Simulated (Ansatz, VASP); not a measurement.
## Two plane-wave programs on Ag

POSCAR

```
Ag
1.0
   -1.6556540000      1.7021778774      1.7021778774
    1.6556540000     -1.6091301226      1.6091301226
    1.6556540000      1.6091301226     -1.6091301226
Ag
1
Direct
    0.0000000000      0.0000000000      0.0000000000
```

File INCAR.step1:

```
PREC = Accurate ; ENCUT = 520
ISMEAR = 0 ; SIGMA = 0.15
LREAL = False ; LASPH = True
NELM = 60 ; NBANDS = 12
GGA = PE ; ALGO = Normal
EDIFF = 1E-4 ; LWAVE = True
LCHARG = False
```

INCAR.step2

```
PREC = Accurate ; ENCUT = 520
EDIFF = 1E-6 ; ISMEAR = 0
SIGMA = 0.15 ; LREAL = False
LASPH = True ; NELM = 60
ALGO = Normal ; ISIF = 2
LWAVE = False ; LCHARG = True
METAGGA = R2SCAN ; LMIXTAU = True
LELF = True ; LVHAR = True
NBANDS = 12 ; ISTART = 1
```

KPOINTS

```
Automatic mesh
0
Gamma
  20 20 20
```

Input for Ansatz:

```yaml
crystal:
  lattice:
    - [-1.655654, 1.7021778774, 1.7021778774]
    - [1.655654, -1.6091301226, 1.6091301226]
    - [1.655654, 1.6091301226, -1.6091301226]
  atoms:
    - { symbol: Ag, position: [0.0, 0.0, 0.0] }
basis:
  ecutwfc: 500
kpoints:
  mp_grid: { grid: [20, 20, 20] }
hamiltonian:
  xc: r2scan
scf:
  occupations: { method: gaussian, width: 0.15 }
output:
  forces: true
  stress: true
  eigenvalues: true
```

Change from the starting cell: strain +0.0562 x Voigt [0, 0, 0, 1, 0, 0], atoms carried along.

Alike in both runs: task single point; functional r2SCAN; k mesh 20 × 20 × 20; occupations gaussian, width 0.15 eV; no spin polarisation.

|  | VASP | Ansatz |
| --- | --- | --- |
| version | VASP 6.6.1 | Ansatz 0.2.0 |
| potentials or method | VASP PAW PBE potentials, release 64 (Ag), cutoff 520 eV | scalar-relativistic, plane waves, PAW |
| valence electrons in the cell | 11 | 19 |

Ansatz gave:

```
gap on the k mesh at the Fermi level (eV)                     : none
pressure (GPa)                                                : -3.3
traceless stress, the component that is largest in VASP (GPa) : -2.22
```

**Question.** What did VASP give for the same quantities?

**Answer.** gap on the k mesh at the Fermi level (eV): none; pressure (GPa): -3.2; traceless stress, the component that is largest in VASP (GPa): -2.26.

VASP's potentials were made for PBE, not for r2SCAN. A gap of «none» marks a metal or a gap that the smearing closes. VASP's potentials hold 11 valence electrons a cell and Ansatz's 19, so a difference there can come from the potentials and not from the codes.
